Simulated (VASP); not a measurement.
A run of VASP 6.6.1 is set up as follows.

The input INCAR:

```
SYSTEM = AlN
ALGO     = Normal         ! electronic algorithm
EDIFF    = 1E-6           ! SCF threshold, eV
ENCUT    = 600            ! plane-wave cutoff, eV
GGA      = PE             ! functional
GGA_COMPAT= .FALSE.      
ISIF     = 2              ! what is computed and relaxed
ISMEAR   = 0              ! smearing method
LASPH    = .TRUE.         ! aspherical terms in the spheres
LCHARG   = .FALSE.        ! write CHGCAR
LREAL    = .FALSE.        ! projectors in reciprocal space
LWAVE    = .FALSE.        ! write WAVECAR
NBANDS   = 11             ! bands
NELM     = 120            ! most SCF steps
PREC     = Accurate       ! precision mode
SIGMA    = 0.02           ! smearing width, eV
```

File KPOINTS:

```
k-points
0
G
  10 10 10
  0 0 0
```

The input POSCAR:

```
AlN
1.0
    0.0000000000      2.2448038096      2.2448038096
    2.2448038096      0.0000000000      2.2448038096
    2.2448038096      2.2448038096      0.0000000000
Al N
1 1
Direct
    0.0000000000      0.0000000000      0.0000000000
    0.7500000000      0.7500000000      0.7500000000
```

Potentials or basis: VASP PAW PBE potentials, release 64 (Al, N).

Run with:

```bash
$ cat potpaw_PBE.64/Al/POTCAR potpaw_PBE.64/N/POTCAR > POTCAR
$ mpirun -np 1 vasp_std > vasp.out
```

What does it give for the pressure?

-10.4 GPa.

Predict the band gap on the k mesh.

3.27 eV, indirect (least direct gap 3.49 eV).

 A k mesh can miss the band edges.
